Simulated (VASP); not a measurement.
# C (Amm2) in VASP: further runs

Runs on C. Level: PBE. Tasks: single point.

All numbers are computed with VASP 6.6.1; they aren't measurements. Logs are shortened: lines on timing, memory, paths and dates and some standing lists are left out, and cuts for length are marked.

## 1. The cell of the first run

The structure is orthorhombic, space group Amm2 (No. 38). The conventional cell has a = 8.443 Å, b = 2.560 Å, c = 4.434 Å, α = 90.00°, β = 90.00°, γ = 90.00°. Within 2.1 Å of C (site symmetry m) lie 4 C at 1.55 to 1.62 Å. Within 2.0 Å of C (site symmetry m) lie 4 C at 1.52 to 1.59 Å. C (site symmetry m) has 4 C at 1.55 to 1.62 Å within 2.1 Å. Within 2.0 Å of C (site symmetry m) lie 4 C at 1.52 to 1.60 Å.

## 2. Single point, PBE (atoms displaced along a vibrational mode, the cell strained)

INCAR

```
SYSTEM = C
  PREC = Accurate
  ENCUT = 520
  EDIFF = 1E-7
  ISMEAR = 0
  SIGMA = 0.05
  LREAL = .False.
  LASPH = .True.
  NELM = 60
  ALGO = Normal
  ISIF = 2
  LWAVE = .False.
  LCHARG = .False.
  GGA = PE
  NBANDS = 26
```

KPOINTS

```
regular mesh
0
Gamma
  12 12 4
  0 0 0
```

POSCAR

```
C
1.0
    2.5601158911      0.0000000000      0.0000000000
   -1.2800579455      2.2171253983      0.0000000000
    0.0000000000      0.0000000000      8.4433802906
C
8
Direct
   -0.0055028011     -0.0110056021      0.0929732494
   -0.0055028011     -0.0110056021      0.5929732494
   -0.0055028011     -0.0110056021      0.4070267506
   -0.0055028011     -0.0110056021      0.9070267506
    0.3388361344      0.6776722688      0.1555299995
    0.6721694677      0.3443389355      0.6555299995
    0.3388361344      0.6776722688      0.3444700005
    0.6721694677      0.3443389355      0.8444700005
```

Potentials or basis: VASP PAW PBE potentials, release 64 (C).

Run with:

```
> cat potpaw_PBE.64/C/POTCAR > POTCAR
> mpirun -np 1 vasp_std > vasp.out
```

OUTCAR:

```text
SYSTEM = C
   PREC = Accurate
   ENCUT = 520
   EDIFF = 1E-7
   ISMEAR = 0
   LREAL = .False.
   LASPH = .True.
   NELM = 60
   ISIF = 2
   GGA = PE

 ion  position               nearest neighbor table
   1  0.994  0.989  0.093-   5 1.55   5 1.55   4 1.57   5 1.62
   2  0.994  0.989  0.593-   6 1.52   3 1.57   6 1.59   6 1.59
   3  0.994  0.989  0.407-   7 1.55   7 1.55   2 1.57   7 1.62
   4  0.994  0.989  0.907-   8 1.52   1 1.57   8 1.59   8 1.59
   5  0.339  0.678  0.156-   1 1.55   1 1.55   7 1.60   1 1.62
   6  0.672  0.344  0.656-   2 1.52   2 1.59   2 1.59   8 1.60
   7  0.339  0.678  0.344-   3 1.55   3 1.55   5 1.60   3 1.62
   8  0.672  0.344  0.844-   4 1.52   4 1.59   4 1.59   6 1.60

  LATTYP: Found a hexagonal cell.
 ALAT       =     2.5601158911
 C/A-ratio  =     3.2980461236

  Lattice vectors:

 A1 = (   2.5601158911,   0.0000000000,   0.0000000000)
 A2 = (  -1.2800579455,   2.2171253983,   0.0000000000)
 A3 = (   0.0000000000,   0.0000000000,   8.4433802906)

Analysis of symmetry for initial positions (statically):
=====================================================================
 Subroutine PRICEL returns:
 Original cell was already a primitive cell.

 Routine SETGRP: Setting up the symmetry group for a
 hexagonal supercell.

 Subroutine GETGRP returns: Found  4 space group operations
 (whereof  2 operations were pure point group operations)
 out of a pool of 24 trial point group operations.

The static configuration has the point symmetry C_1h.
 The point group associated with its full space group is C_2v.

Analysis of symmetry for dynamics (positions and initial velocities):
=====================================================================
 Subroutine PRICEL returns:
 Original cell was already a primitive cell.

 Routine SETGRP: Setting up the symmetry group for a
 hexagonal supercell.

 Subroutine GETGRP returns: Found  4 space group operations
 (whereof  2 operations were pure point group operations)
 out of a pool of 24 trial point group operations.

The dynamic configuration has the point symmetry C_1h.
 The point group associated with its full space group is C_2v.

 Subroutine INISYM returns: Found  4 space group operations
 (whereof  2 operations are pure point group operations),
 and found     1 'primitive' translations

----------------------------------------------------------------------------------------
[... 110 lines left out ...]
   NFREE  =      0    steps in history (QN), initial steepest desc. (CG)
   ISIF   =      2    stress and relaxation
   ISYM   =      2    0-nonsym 1-usesym 2-fastsym
   POTIM  = 0.5000    time-step for ionic-motion
   TEBEG  =    0.0;   TEEND  =   0.0 temperature during run
   PSTRESS=    0.0 pullay stress
   NELECT =      32.0000    total number of electrons
   NUPDOWN=      -1.0000    fix difference up-down
   EMIN   =  10.00;   EMAX   =-10.00  energy-range for DOS
   EFERMI =   0.00;   METHOD = LEGACY
   ISMEAR =     0;   SIGMA  =   0.05  broadening in eV -4-tet -1-fermi 0-gaus
   EFERMI_NEDOS =   21; number of points for ismear=-14 and -15
   IALGO  =     38    algorithm
   IMIX   =      4    mixing-type and parameters
     AMIX     =   0.40;   BMIX     =  1.00
     AMIX_MAG =   1.60;   BMIX_MAG =  1.00
  volume/ion in A,a.u.               =       5.99        40.43
  Fermi-wavevector in a.u.,A,eV,Ry     =   1.430878  2.703968 27.856747  2.047413
  Thomas-Fermi vector in A             =   2.550676
   LORBIT       =      0    0 simple, 1 ext, 2 COOP (PROOUT), +10 PAW based schemes
   GGA     = PE    functional components
   LHFCALC =     F    Hartree Fock is set to
   AEXX    =    0.0000 exact exchange contribution
   IVDW    =     0    specifies the selected vdW correction
   LEPSILON=     F    determine dielectric tensor
   LRPA    =     F    only Hartree local field effects (RPA)
 non-spin polarized calculation
 Gauss-broadening in eV      SIGMA  =   0.05
  energy-cutoff  :      520.00
  volume of cell :       47.93
 maximum number of plane-waves:      1316
   NGX =  9   NGY =  9   NGZ = 31

 number of electron      31.9999998 magnetization

 Free energy of the ion-electron system (eV)
  ---------------------------------------------------
  ext. energy  EPLUGINS =         0.00000000
  ---------------------------------------------------
  free energy    TOTEN  =       -72.40006514 eV

  energy without entropy =      -72.40006514  energy(sigma->0) =      -72.40006514

 E-fermi :   9.5399     XC(G=0): -12.9758

 val. band max:        9.2423660892   @ k =   0.0000   0.0000   0.0000
 cond. band min:      13.3648014367   @ k =   0.4167   0.0000   0.0000
 fundamental gap:      4.1224353475
 Fermi energy:         9.5398718370

 k-point     1 :       0.0000    0.0000    0.0000
  band No.  band energies     occupation
      1     -11.8224      2.00000
      2     -10.2437      2.00000
      3     -10.1426      2.00000
      4      -6.4587      2.00000
      5      -3.8396      2.00000
      6       2.4817      2.00000
[... 685 lines left out ...]
     25      19.7549      0.00000
     26      20.5496      0.00000

 [... further k-points ...]

------------------------ aborting loop because EDIFF is reached ----------------------------------------

  FORCE on cell =-STRESS in cart. coord.  units (eV):
  Direction    XX          YY          ZZ          XY          YZ          ZX
  --------------------------------------------------------------------------------------
  -------------------------------------------------------------------------------------
  Total       -5.5512169     -5.3085738     -5.6318550     -0.0000000      0.0000000      0.0000000
  in kB     -185.5805892   -177.4688785   -188.2763677     -0.0000000      0.0000000      0.0000000
  external PRESSURE =    -183.7752785 kB  Pullay stress =       0.0000000 kB

 VOLUME and BASIS-vectors are now :
 -----------------------------------------------------------------------------
  energy-cutoff  :      520.00
  volume of cell :       47.93
      direct lattice vectors                 reciprocal lattice vectors
     2.560115891  0.000000000  0.000000000     0.390607317  0.225517240  0.000000000
    -1.280057946  2.217125398  0.000000000     0.000000000  0.451034479  0.000000000
     0.000000000  0.000000000  8.443380291     0.000000000  0.000000000  0.118435978

 POSITION                                       TOTAL-FORCE (eV/Angst)
 -----------------------------------------------------------------------------------
      1.28006      2.19272      0.78501         0.000000      1.277950     -0.054028
      1.28006      2.19272      5.00670         0.000000      1.444243     -0.060473
      1.28006      2.19272      3.43668         0.000000      1.277950      0.054028
      1.28006      2.19272      7.65837         0.000000      1.444243      0.060473
      0.00000      1.50248      1.31320        -0.000000     -1.278997      0.037033
      1.28006      0.76344      5.53489        -0.000000     -1.443196      0.043348
      0.00000      1.50248      2.90849        -0.000000     -1.278997     -0.037033
      1.28006      0.76344      7.13018        -0.000000     -1.443196     -0.043348
 -----------------------------------------------------------------------------------
    total drift:                               -0.000000     -0.000126     -0.000000

  FREE ENERGIE OF THE ION-ELECTRON SYSTEM (eV)
  ---------------------------------------------------
  free  energy   TOTEN  =       -72.4000651377 eV

  energy  without entropy=      -72.4000651377  energy(sigma->0) =      -72.40006514
```

Wall time 58 s (1 thread of Intel Xeon 6975P-C (Granite Rapids), shared host); peak memory 0.23 GiB.

What came out:

| Property | Result |
| --- | --- |
| Free energy | -72.4001 eV |
| Pressure | -18.4 GPa |
| Largest force | 1.446 eV/Å |
| Band gap on the k mesh | 4.12 eV (least direct gap 4.77 eV) |

Forces in eV/Å, atoms in the order of the input:
```
C    0.000  1.278 -0.054
C    0.000  1.444 -0.060
C    0.000  1.278  0.054
C    0.000  1.444  0.060
C    0.000 -1.279  0.037
C    0.000 -1.443  0.043
C    0.000 -1.279 -0.037
C    0.000 -1.443 -0.043
```

Stress tensor (GPa, compression positive):
```
-18.56   0.00   0.00
  0.00 -17.75   0.00
  0.00   0.00 -18.83
```

Caveat: the cell differs from its parent crystal (atoms displaced along a vibrational mode, the cell strained); the cell stands under tension; forces of over 1 eV/Å act on the atoms, so gaps and moduli don't describe the material at rest.

## 3. Single point, PBE (atoms displaced along a vibrational mode, the cell strained)

INCAR

```
PREC = Accurate
ENCUT = 520
EDIFF = 1E-7
ISMEAR = 0
SIGMA = 0.05
LREAL = False
LASPH = True
NELM = 60
ALGO = Normal
ISIF = 2
LWAVE = False
LCHARG = False
GGA = PE
NBANDS = 26
```

KPOINTS

```
Automatic mesh
0
Gamma
  12 12 4
```

POSCAR

```
C
1.0
    2.5601158911      0.0000000000      0.0000000000
   -1.2800579455      2.2171253983      0.0000000000
    0.0000000000      0.0000000000      8.4433802906
C
8
Direct
   -0.0110056021     -0.0220112043      0.0929732494
   -0.0110056021     -0.0220112043      0.5929732494
   -0.0110056021     -0.0220112043      0.4070267506
   -0.0110056021     -0.0220112043      0.9070267506
    0.3443389355      0.6886778709      0.1555299995
    0.6776722688      0.3553445376      0.6555299995
    0.3443389355      0.6886778709      0.3444700005
    0.6776722688      0.3553445376      0.8444700005
```

Potentials or basis: VASP PAW PBE potentials, release 64 (C).

Run with:

```
> cat potpaw_PBE.64/C/POTCAR > POTCAR
> mpirun -np 1 vasp_std > vasp.out
```

Run time: 59 s. Hardware: 1 thread of Intel Xeon 6975P-C (Granite Rapids), shared host; peak memory 0.23 GiB.

The run converged. Its results:

| Property | Result |
| --- | --- |
| Free energy | -72.0021 eV |
| Pressure | -16.0 GPa |
| Largest force | 3.064 eV/Å |
| Band gap on the k mesh | 3.40 eV (least direct gap 3.85 eV) |

Forces in eV/Å, atoms in the order of the input:
```
C    0.000  2.379 -0.249
C    0.000  3.049 -0.301
C    0.000  2.379  0.249
C    0.000  3.049  0.301
C    0.000 -2.383  0.244
C    0.000 -3.045  0.295
C    0.000 -2.383 -0.244
C    0.000 -3.045 -0.295
```

Stress tensor (GPa, compression positive):
```
-16.90   0.00   0.00
  0.00 -13.57   0.00
  0.00   0.00 -17.44
```

Levels at points of the mesh, in eV from the valence-band top:
```
           k point  band 14  band 15  band 16  band 17  band 18  band 19
(0.00, 0.00, 0.00)    -0.71    -0.03     0.00     3.85     3.95     4.68
(0.50, 0.00, 0.00)    -4.81    -4.00    -3.26     3.41     4.76     4.95
(0.00, 0.50, 0.00)    -5.08    -4.07    -3.35     3.83     4.81     5.23
(0.00, 0.00, 0.50)    -1.38    -0.25    -0.22     4.09     4.18     5.51
(0.50, 0.00, 0.50)    -4.73    -4.07    -3.77     3.71     3.93     5.85
(0.00, 0.50, 0.50)    -4.53    -4.35    -3.76     3.98     4.46     5.44
```

Caveat: the cell differs from its parent crystal (atoms displaced along a vibrational mode, the cell strained); the cell stands under tension; forces of over 1 eV/Å act on the atoms, so gaps and moduli don't describe the material at rest. A k mesh can miss the band edges.

## 4. Single point, PBE (atoms displaced along a vibrational mode, the cell strained)

INCAR

```
SYSTEM = C
ALGO = Normal ; EDIFF = 1E-6
ENCUT = 520 ; GGA = PE
ISIF = 2 ; ISMEAR = 0
LASPH = .True. ; LCHARG = .True.
LELF = .True. ; LREAL = .False.
LVHAR = .True. ; LWAVE = .False.
NBANDS = 26 ; NELM = 60
PREC = Accurate ; SIGMA = 0.05
```

KPOINTS

```
k-points
0
Gamma
  12 12 4
  0 0 0
```

POSCAR

```
C
1.0
    2.5810158241      0.0000000000      0.0000000000
   -1.2905079120      2.2352252712      0.0000000000
    0.0000000000      0.0000000000      8.5123092337
C
8
Direct
   -0.0082542016     -0.0165084032      0.0929732494
   -0.0082542016     -0.0165084032      0.5929732494
   -0.0082542016     -0.0165084032      0.4070267506
   -0.0082542016     -0.0165084032      0.9070267506
    0.3415875349      0.6831750699      0.1555299995
    0.6749208683      0.3498417365      0.6555299995
    0.3415875349      0.6831750699      0.3444700005
    0.6749208683      0.3498417365      0.8444700005
```

Potentials or basis: VASP PAW PBE potentials, release 64 (C).

Run with:

```
> cat potpaw_PBE.64/C/POTCAR > POTCAR
> mpirun -np 1 vasp_std > vasp.out
```

OUTCAR:

```text
SYSTEM = C
   EDIFF = 1E-6
   ENCUT = 520
   GGA = PE
   ISIF = 2
   ISMEAR = 0
   LASPH = .True.
   LREAL = .False.
   NELM = 60
   PREC = Accurate

 ion  position               nearest neighbor table
   1  0.992  0.983  0.093-   5 1.55   5 1.55   4 1.58   5 1.65
   2  0.992  0.983  0.593-   6 1.51   3 1.58   6 1.62   6 1.62
   3  0.992  0.983  0.407-   7 1.55   7 1.55   2 1.58   7 1.65
   4  0.992  0.983  0.907-   8 1.51   1 1.58   8 1.62   8 1.62
   5  0.342  0.683  0.156-   1 1.55   1 1.55   7 1.61   1 1.65
   6  0.675  0.350  0.656-   2 1.51   8 1.61   2 1.62   2 1.62
   7  0.342  0.683  0.344-   3 1.55   3 1.55   5 1.61   3 1.65
   8  0.675  0.350  0.844-   4 1.51   6 1.61   4 1.62   4 1.62

  LATTYP: Found a hexagonal cell.
 ALAT       =     2.5810158241
 C/A-ratio  =     3.2980461236

  Lattice vectors:

 A1 = (   2.5810158241,   0.0000000000,   0.0000000000)
 A2 = (  -1.2905079120,   2.2352252712,   0.0000000000)
[... 193 lines left out ...]
 cond. band min:      12.8267810055   @ k =   0.4167  -0.0000   0.0000
 fundamental gap:      3.7475773351
 Fermi energy:         9.3691570196

 k-point     1 :       0.0000    0.0000    0.0000
  band No.  band energies     occupation
      1     -11.8547      2.00000
      2     -10.3051      2.00000
      3     -10.2049      2.00000
      4      -6.6276      2.00000
      5      -3.9261      2.00000
      6       2.2404      2.00000
[... 685 lines left out ...]
     25      19.2239      0.00000
     26      20.1554      0.00000

 [... further k-points ...]

------------------------ aborting loop because EDIFF is reached ----------------------------------------

  FORCE on cell =-STRESS in cart. coord.  units (eV):
  Direction    XX          YY          ZZ          XY          YZ          ZX
  --------------------------------------------------------------------------------------
  -------------------------------------------------------------------------------------
  Total       -8.0701508     -7.5226235     -8.1956372     -0.0000000      0.0000000      0.0000000
  in kB     -263.2890960   -245.4259909   -267.3830981     -0.0000000      0.0000000      0.0000000
  external PRESSURE =    -258.6993950 kB  Pullay stress =       0.0000000 kB

 VOLUME and BASIS-vectors are now :
 -----------------------------------------------------------------------------
  energy-cutoff  :      520.00
  volume of cell :       49.11
      direct lattice vectors                 reciprocal lattice vectors
     2.581015824  0.000000000  0.000000000     0.387444351  0.223691100  0.000000000
    -1.290507912  2.235225271  0.000000000     0.000000000  0.447382200  0.000000000
     0.000000000  0.000000000  8.512309234     0.000000000  0.000000000  0.117476935

 POSITION                                       TOTAL-FORCE (eV/Angst)
 -----------------------------------------------------------------------------------
      1.29051      2.19833      0.79142         0.000000      1.758250     -0.123281
      1.29051      2.19833      5.04757         0.000000      2.111101     -0.144063
      1.29051      2.19833      3.46474         0.000000      1.758250      0.123281
      1.29051      2.19833      7.72089         0.000000      2.111101      0.144063
     -0.00000      1.52705      1.32392        -0.000000     -1.760553      0.099948
      1.29051      0.78198      5.58007        -0.000000     -2.108798      0.120233
     -0.00000      1.52705      2.93224        -0.000000     -1.760553     -0.099948
      1.29051      0.78198      7.18839        -0.000000     -2.108798     -0.120233
 -----------------------------------------------------------------------------------
    total drift:                                0.000000     -0.000116     -0.000000

  FREE ENERGIE OF THE ION-ELECTRON SYSTEM (eV)
  ---------------------------------------------------
  free  energy   TOTEN  =       -72.0753109803 eV

  energy  without entropy=      -72.0753109803  energy(sigma->0) =      -72.07531098
```

stdout:

```text
POSCAR found type information on POSCAR C
 POSCAR found :  1 types and       8 ions
 scaLAPACK will be used
 LDA part: xc-table for (Slater+PW92), standard interpolation
 POSCAR, INCAR and KPOINTS ok, starting setup
 FFT: planning ... GRIDC
 FFT: planning ... GRID_SOFT
 FFT: planning ... GRID
 WAVECAR not read
 entering main loop
```

Run time: 56 s. Hardware: 1 thread of Intel Xeon 6975P-C (Granite Rapids), shared host; peak memory 0.23 GiB.

What came out:

* Free energy: -72.0753 eV
* Pressure: -25.9 GPa
* Largest force: 2.116 eV/Å
* Band gap on the k mesh: 3.75 eV (least direct gap 4.29 eV)

Forces in eV/Å, atoms in the order of the input:
```
C    0.000  1.758 -0.123
C    0.000  2.111 -0.144
C    0.000  1.758  0.123
C    0.000  2.111  0.144
C    0.000 -1.761  0.100
C    0.000 -2.109  0.120
C    0.000 -1.761 -0.100
C    0.000 -2.109 -0.120
```

Caveat: the cell differs from its parent crystal (atoms displaced along a vibrational mode, the cell strained); the cell stands under tension; forces of over 1 eV/Å act on the atoms, so gaps and moduli don't describe the material at rest. A k mesh can miss the band edges.

[end of part 1 of 2]
